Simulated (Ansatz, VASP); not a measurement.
**Al in VASP and in Ansatz**

The input INCAR:

```
SYSTEM = Al
  PREC = Accurate
  ENCUT = 520
  EDIFF = 1E-6
  ISMEAR = 0
  SIGMA = 0.15
  LREAL = .False.
  LASPH = .True.
  NELM = 60
  ALGO = Fast
  ISIF = 2
  LWAVE = .False.
  LCHARG = .False.
  GGA = PS
  NBANDS = 18
```

Contents of KPOINTS:

```
regular mesh
0
Gamma
  19 19 4
  0 0 0
```

POSCAR

```
Al
1.0
    2.0239800000     -2.0239800000      0.0000000000
    2.0239800000      0.0000000000     -2.0239800000
    8.7705800000      8.0959200000      7.4212600000
Al
6
Direct
    0.6666666667      0.6388944444      0.0833166667
    0.0000000000     -0.3055500000      0.9166500000
    0.3333333333      0.2500055556      0.2499833333
    0.6666666667      0.4722277778      0.5833166667
    0.0000000000     -0.1388833333      0.4166500000
    0.3333333333      0.0833388889      0.7499833333
```

Input for Ansatz:

```yaml
crystal:
  lattice:
    - [2.02398, -2.02398, 0.0]
    - [2.02398, 0.0, -2.02398]
    - [8.77058, 8.09592, 7.42126]
  atoms:
    - { symbol: Al, position: [0.6666666667, 0.6388944444, 0.0833166667] }
    - { symbol: Al, position: [0.0, -0.30555, 0.91665] }
    - { symbol: Al, position: [0.3333333333, 0.2500055556, 0.2499833333] }
    - { symbol: Al, position: [0.6666666667, 0.4722277778, 0.5833166667] }
    - { symbol: Al, position: [0.0, -0.1388833333, 0.41665] }
    - { symbol: Al, position: [0.3333333333, 0.0833388889, 0.7499833333] }
basis:
  ecutwfc: 420
kpoints:
  mp_grid: { grid: [19, 19, 4] }
hamiltonian:
  xc: pbesol
scf:
  occupations: { method: gaussian, width: 0.15 }
output:
  forces: true
  stress: true
  eigenvalues: true
```

Alike in both runs: task single point; functional PBEsol; k mesh 19 × 19 × 4; occupations gaussian, width 0.15 eV; no spin polarisation.

```csv
,VASP,Ansatz
version,VASP 6.6.1,Ansatz 0.2.0
potentials or method,"VASP PAW PBE potentials, release 64 (Al), cutoff 520 eV","scalar-relativistic, plane waves, PAW"
valence electrons in the cell,18,18
```

```csv
,VASP,Ansatz,Ansatz less VASP
gap on the k mesh at the Fermi level (eV),none,none,-
pressure (GPa),-0.9,-0.9,-0.06
"traceless stress, the component that is largest in VASP (GPa)",1.42,1.41,-0.008
rms of the force components (eV/Å),0.264,0.262,-0.0014
```

VASP's potentials were made for PBE, not for PBEsol. Atom by atom the forces differ by 0.001 eV/Å (rms over components). A gap of «none» marks a metal or a gap that the smearing closes.
